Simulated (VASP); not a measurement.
Runs of VASP 6.6.1 on WC. The structure is that of space group P-6m2 (No. 187), or close to it. The cells are those of the table. 

```csv
cell,gap on the mesh (eV),pressure (GPa)
"a = 3.156, b = 3.156, c = 2.847 Å, angles 90.0, 90.0, 120.0°, 2 atoms",none,-38.5
"a = 3.039, b = 3.039, c = 3.075 Å, angles 90.0, 90.0, 120.0°, 2 atoms",none,(b)
"a = 3.156, b = 3.156, c = 2.733 Å, angles 90.0, 90.0, 120.0°, 2 atoms",none,-26.2
"a = 2.922, b = 2.922, c = 3.075 Å, angles 90.0, 90.0, 120.0°, 2 atoms",none,-25.5
"a = 3.039, b = 3.039, c = 2.847 Å, angles 90.0, 90.0, 120.0°, 2 atoms",none,-23.1
"a = 3.039, b = 3.039, c = 2.961 Å, angles 90.0, 90.0, 120.0°, 2 atoms",none,(a)
```

Alike in all rows: task single point; level PBE; potentials or basis VASP PAW PBE potentials, release 64 (W_sv, C); no spin polarisation; k mesh 24 × 24 × 22; cutoff (eV) 520; smearing gaussian 0.15 eV.

Q: Fill in the values left out.

A: (a) -34.6; (b) -43.0.

Caveats: the cell stands under tension; spin-orbit coupling is left out, which moves the levels of the heavy elements.

A k mesh can miss the band edges, and the runs leave out spin-orbit coupling on W.

A gap of «none» marks levels without a gap at the run's occupations.
